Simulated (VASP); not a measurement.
Set up this calculation in VASP 6.6.1, as the native input.

| Property | Result |
| --- | --- |
| Task | single point |
| Functional | PBEsol |
| Potentials or basis | VASP PAW PBE potentials, release 64 (Cr_pv) |
| Cutoff | 520 eV |
| k mesh | 26 × 26 × 26 |
| Occupations | gaussian, width 0.15 eV |
| Spin | no spin polarisation |
| Dipole correction | no |
| Further INCAR settings | ALGO = Fast; EDIFF = 1e-06; NBANDS = 12 |

The structure of Cr lies in POSCAR:

```
Cr
1.0
   -1.3212015786      1.3212015786      1.7175620522
    1.3212015786     -1.3212015786      1.7175620522
    1.3212015786      1.3212015786     -1.7175620522
Cr
1
Direct
    0.0000000000      0.0000000000      0.0000000000
```

This cell differs from its parent crystal: ratio of the length along z to the lengths across it x 1.3, volume and fractional coordinates fixed.

These files were run (other wordings do the same):

INCAR

```
ALGO = Fast ; EDIFF = 1E-6
ENCUT = 520 ; GGA = PS
ISIF = 2 ; ISMEAR = 0
LASPH = True ; LCHARG = False
LREAL = False ; LWAVE = False
NBANDS = 12 ; NELM = 60
PREC = Accurate ; SIGMA = 0.15
```

KPOINTS

```
k-points
0
Gamma
  26 26 26
```

Potentials or basis: VASP PAW PBE potentials, release 64 (Cr_pv).

Launch:

```bash
$ cat potpaw_PBE.64/Cr_pv/POTCAR > POTCAR
$ mpirun -np 1 vasp_std > vasp.out
```

Results of the run:

The pressure is -11.9 GPa. The band gap on the k mesh is zero (band 6 reaches 12.48 eV, above the bottom of band 7 at 9.70 eV).

Caveat: the PAW data sets were made with another functional, which shifts forces and pressure a little; the run has no spin polarisation, though such a crystal can be magnetic.

It took 100 s on 1 thread of Intel(R) Xeon(R) Platinum 8488C (Sapphire Rapids) (shared host), peak memory 0.29 GiB.
